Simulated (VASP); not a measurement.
Write the native input for VASP 6.6.1 that does the following.

```
Task                   : single point
Functional             : r2SCAN
Potentials or basis    : VASP PAW PBE potentials, release 64 (S, Na_pv)
Cutoff                 : 550 eV
k mesh                 : 8 × 8 × 8
Occupations            : gaussian, width 0.01 eV
Spin                   : no spin polarisation
Dipole correction      : no
Further INCAR settings : ALGO = Normal; EDIFF = 1e-06; NBANDS = 17
```

Crystal: Na2S.

```
S Na
1.0
    -0.00814    3.25543    3.25543
     3.25543   -0.00814    3.25543
     3.24729    3.24729    0.00000
S Na
1 2
Direct
  0.00000 0.00000 0.00000
  0.25032 0.25032 0.24968
  0.74968 0.74968 0.75032
```

This cell differs from its parent crystal: shear xy strain -0.5%.

One way to write it, as run:

POSCAR

```
Na2S
1.0
   -0.0081385811      3.2554324508      3.2554324508
    3.2554324508     -0.0081385811      3.2554324508
    3.2472938697      3.2472938697      0.0000000000
S Na
1 2
Direct
    0.0000000000      0.0000000000      0.0000000000
    0.2503228338      0.2503228338      0.2496771662
    0.7496771662      0.7496771662      0.7503228338
```

INCAR.step1

```
  PREC = Accurate
  ENCUT = 550
  ISMEAR = 0
  SIGMA = 0.01
  LREAL = False
  LASPH = True
  NELM = 120
  NBANDS = 17
  GGA = PE
  ALGO = Normal
  EDIFF = 1E-5
  LWAVE = True
  LCHARG = False
  GGA_COMPAT = False
```

INCAR.step2

```
  PREC = Accurate
  ENCUT = 550
  EDIFF = 1E-6
  ISMEAR = 0
  SIGMA = 0.01
  LREAL = False
  LASPH = True
  NELM = 120
  ALGO = Normal
  ISIF = 2
  LWAVE = False
  LCHARG = False
  METAGGA = R2SCAN
  LMIXTAU = True
  NBANDS = 17
  ISTART = 1
  GGA_COMPAT = False
```

KPOINTS

```
regular mesh
0
Gamma
  8 8 8
```

Potentials or basis: VASP PAW PBE potentials, release 64 (S, Na_pv).

The run is started by

```console
$ cat potpaw_PBE.64/S/POTCAR potpaw_PBE.64/Na_pv/POTCAR > POTCAR
$ cp INCAR.step1 INCAR
$ mpirun -np 1 vasp_std > vasp.out
$ cp INCAR.step2 INCAR
$ mpirun -np 1 vasp_std > vasp.out
```

It gave:

```json
{"Pressure": "-0.1 GPa", "Band gap on the k mesh": "3.11 eV"}
```

Caveat: the cell differs from its parent crystal (shear xy strain -0.5%); the PAW data sets were made with another functional, which shifts forces and pressure a little.

It took 6.3 min on 1 thread of AMD EPYC 9R45 96-Core Processor (Zen 5), with other jobs on the host, peak memory 0.24 GiB.
